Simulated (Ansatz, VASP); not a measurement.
Al in VASP and in Ansatz

```
Al
1.0
     0.00000    2.01721    2.01721
     2.01721    0.00000    2.01721
     2.01721    2.01721    0.00000
Al
1
Direct
  0.00000 0.00000 0.00000
```

Change from the starting cell: volume scaled by 0.99.

Alike in both runs: task single point; functional LDA; k mesh 17 × 17 × 17; occupations fermi-dirac, width 0.03 eV; no spin polarisation.

|  | VASP | Ansatz |
| --- | --- | --- |
| version | VASP 6.6.1 | Ansatz 0.2.0 |
| potentials or method | VASP PAW LDA potentials, release 64 (Al), cutoff 520 eV | all-electron LAPW, scalar-relativistic |

|  | VASP | Ansatz | Ansatz less VASP |
| --- | --- | --- | --- |
| pressure (GPa) | -2.9 | -2.9 | -0.04 |

LDA's correlation is that of Perdew and Zunger in VASP and of Perdew and Wang (1992) in Ansatz. Ansatz ran all-electron here, and VASP with PAW potentials.
